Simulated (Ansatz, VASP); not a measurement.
## Ca3Zr2N in VASP and in Ansatz

```xyz
6
Lattice="3.3781 0.0000 0.0000 -1.6890 2.9255 0.0000 0.0000 0.0000 15.1843" Properties=species:S:1:pos:R:3 pbc="T T T"
Ca    0.0000    0.0000    7.5922
Ca    0.0000    1.9503    1.3014
Ca    1.6890    0.9752   13.8830
Zr    0.0000    1.9503   10.4803
Zr    1.6890    0.9752    4.7040
N     0.0000    0.0000    0.0000
```

Change from the starting cell: species swapped into the Na3BrCl2 type (P-3m1, No. 164).

Alike in both runs: task single point; functional PBE; k mesh 6 × 6 × 1; occupations gaussian, width 0.1 eV; collinear spin.

|  | VASP | Ansatz |
| --- | --- | --- |
| version | VASP 6.6.1 | Ansatz 0.2.0 |
| potentials or method | VASP PAW PBE potentials, release 64 (Ca_sv, Zr_sv, N), cutoff 520 eV | scalar-relativistic, plane waves, PAW |
| valence electrons in the cell | 59 | 59 |

|  | VASP | Ansatz | Ansatz less VASP |
| --- | --- | --- | --- |
| gap on the k mesh at the Fermi level (eV) | none | none | - |
| pressure (GPa) | 0.2 | 0.1 | -0.15 |
| traceless stress, the component that is largest in VASP (GPa) | 0.38 | 0.38 | +0.005 |
| rms of the force components (eV/Å) | 0.029 | 0.025 | -0.0045 |
| net moment per atom (μB) | 0.29 | 0.29 | +0.001 |
| size of the moment on the site where the two differ most (μB) | 0.40 | 0.49 | +0.090 |

Site moments also hang on the region over which each program counts them. Atom by atom the forces differ by 0.019 eV/Å (rms over components). A gap of «none» marks a metal or a gap that the smearing closes. The functional is the same, so the differences come from potentials, cutoffs and numerics.

The k mesh is coarse, so the values compare programs but aren't converged.
